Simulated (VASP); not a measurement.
Here is a VASP 6.6.1 calculation.

POSCAR

```
ZnS
1.0
    0.0000000000      2.7046500000      2.7046500000
    2.7046500000      0.0000000000      2.7046500000
    2.7046500000      2.7046500000      0.0000000000
Zn S
1 1
Direct
    0.0000000000      0.0000000000      0.0000000000
    0.7401959572      0.7500000000      0.7500000000
```

The input INCAR.step1:

```
SYSTEM = ZnS
PREC     = Accurate       ! precision mode
ENCUT    = 520            ! plane-wave cutoff, eV
ISMEAR   = 0              ! smearing method
SIGMA    = 0.05           ! smearing width, eV
LREAL    = .False.        ! projectors in reciprocal space
LASPH    = .True.         ! aspherical terms in the spheres
NELM     = 80             ! most SCF steps
NBANDS   = 16             ! bands
GGA      = PE             ! functional
ALGO     = Normal         ! electronic algorithm
EDIFF    = 1E-4           ! SCF threshold, eV
LWAVE    = .True.         ! write WAVECAR
LCHARG   = .False.        ! write CHGCAR
```

Contents of INCAR.step2:

```
SYSTEM = ZnS
PREC     = Accurate       ! precision mode
ENCUT    = 520            ! plane-wave cutoff, eV
EDIFF    = 1E-6           ! SCF threshold, eV
ISMEAR   = 0              ! smearing method
SIGMA    = 0.05           ! smearing width, eV
LREAL    = .False.        ! projectors in reciprocal space
LASPH    = .True.         ! aspherical terms in the spheres
NELM     = 80             ! most SCF steps
ALGO     = Normal         ! electronic algorithm
ISIF     = 2              ! what is computed and relaxed
LWAVE    = .False.        ! write WAVECAR
LCHARG   = .True.         ! write CHGCAR
METAGGA  = R2SCAN         ! meta-GGA
LMIXTAU  = .True.       
LELF     = .True.         ! ELF
LVHAR    = .True.       
NBANDS   = 16             ! bands
ISTART   = 1
```

KPOINTS

```
Automatic mesh
0
Gamma
  8 8 8
  0 0 0
```

Potentials or basis: VASP PAW PBE potentials, release 64 (Zn, S).

The run is started by

```sh
$ cat potpaw_PBE.64/Zn/POTCAR potpaw_PBE.64/S/POTCAR > POTCAR
$ cp INCAR.step1 INCAR
$ mpirun -np 1 vasp_std > vasp.out
$ cp INCAR.step2 INCAR
$ mpirun -np 1 vasp_std > vasp.out
```

(1) Predict the band gap on the k mesh.

(2) Predict the largest force.

(3) Estimate the pressure.

## Answers

(1) 2.63 eV.

(2) 0.216 eV/Å.

(3) -0.8 GPa.

Caveat: the cell differs from its parent crystal (all S atoms moved +0.037 Å, as atom 2 towards its neighbour atom 2 (S) at 3.825 Å); the PAW data sets were made with another functional, which shifts forces and pressure a little.
